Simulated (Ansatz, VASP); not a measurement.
## One calculation of BeS, two programs

The input INCAR:

```
SYSTEM = BeS
  ALGO = Normal
  EDIFF = 1E-6
  ENCUT = 520
  GGA = PE
  ISIF = 2
  ISMEAR = 0
  LASPH = .TRUE.
  LCHARG = .TRUE.
  LELF = .TRUE.
  LREAL = .FALSE.
  LVHAR = .TRUE.
  LWAVE = .FALSE.
  NBANDS = 26
  NELM = 60
  PREC = Accurate
  SIGMA = 0.1
```

The input KPOINTS:

```
k-points
0
G
  6 6 4
  0 0 0
```

The input POSCAR:

```
BeS
1.0
    3.5432906900      0.0000000000      0.0000000000
    0.0000000000      3.5432906900      0.0000000000
    0.0000000000      0.0000000000      7.0671214200
Be S
4 4
Direct
    0.1113820100      0.5000000000      0.2500000000
    0.5000000000      0.8886179900      0.5000000000
    0.5000000000      0.1113820100      0.0000000000
    0.8886179900      0.5000000000      0.7500000000
    0.0000000000      0.6113820100      0.5000000000
    0.3886179900      0.0000000000      0.2500000000
    0.6113820100      0.0000000000      0.7500000000
    0.0000000000      0.3886179900      0.0000000000
```

Input for Ansatz:

```yaml
crystal:
  lattice:
    - [3.54329069, 0.0, 0.0]
    - [0.0, 3.54329069, 0.0]
    - [0.0, 0.0, 7.06712142]
  atoms:
    - { symbol: Be, position: [0.11138201, 0.5, 0.25] }
    - { symbol: Be, position: [0.5, 0.88861799, 0.5] }
    - { symbol: Be, position: [0.5, 0.11138201, 0.0] }
    - { symbol: Be, position: [0.88861799, 0.5, 0.75] }
    - { symbol: S, position: [0.0, 0.61138201, 0.5] }
    - { symbol: S, position: [0.38861799, 0.0, 0.25] }
    - { symbol: S, position: [0.61138201, 0.0, 0.75] }
    - { symbol: S, position: [0.0, 0.38861799, 0.0] }
basis:
  ecutwfc: 420
kpoints:
  mp_grid: { grid: [6, 6, 4] }
hamiltonian:
  xc: pbe
scf:
  occupations: { method: gaussian, width: 0.1 }
  lower_state_search: "off"
output:
  forces: true
  stress: true
  eigenvalues: true
```

Alike in both runs: task single point; functional PBE; k mesh 6 × 6 × 4; occupations gaussian, width 0.1 eV; no spin polarisation.

```csv
,VASP,Ansatz
version,VASP 6.6.1,Ansatz 0.2.0
potentials or method,"VASP PAW PBE potentials, release 64 (Be, S), cutoff 520 eV","scalar-relativistic, plane waves, PAW"
valence electrons in the cell,32,32
```

VASP gave:

```
gap on the k mesh at the Fermi level (eV) : 0.85
least direct gap on the mesh (eV)         : 1.00
rms of the force components (eV/Å)        : 0.538
```

Task: What did Ansatz give for the same quantities?

Result: gap on the k mesh at the Fermi level (eV): 0.85; least direct gap on the mesh (eV): 0.99; rms of the force components (eV/Å): 0.538.

Atom by atom the forces differ by 0.006 eV/Å (rms over components).
